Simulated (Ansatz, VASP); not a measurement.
# One calculation of SiBiS, two programs

```xyz
3
Lattice="4.2355 0.0000 0.0000 0.0000 4.2355 0.0000 0.0000 0.0000 4.3478" Properties=species:S:1:pos:R:3 pbc="T T T"
Si    0.0000    0.0000    0.0000
Bi    0.0000    0.0000    2.1739
S     2.1177    2.1177    0.0000
```

Alike in both runs: task relaxation of cell and atoms; functional PBE; k mesh 4 × 4 × 4; occupations gaussian, width 0.1 eV; no spin polarisation.

|  | VASP | Ansatz |
| --- | --- | --- |
| version | VASP 6.6.1 | Ansatz 0.2.0 |
| potentials or method | VASP PAW PBE potentials, release 64 (Si, Bi_d, S), cutoff 600 eV | scalar-relativistic, plane waves, PAW |
| valence electrons in the cell | 25 | 25 |

```tsv
	VASP	Ansatz	Ansatz less VASP
gap on the k mesh at the Fermi level, each at its own relaxed structure (eV)	none	none	-
relaxed volume (Å³/atom)	22.37	22.43	+0.054
relaxed length of the cell vector where the two differ most in proportion (Å)	5.735	5.742	+0.0067
```

A gap of «none» marks a metal or a gap that the smearing closes.

The k mesh is coarse, so the values compare programs but aren't converged. Spin-orbit coupling is off throughout.
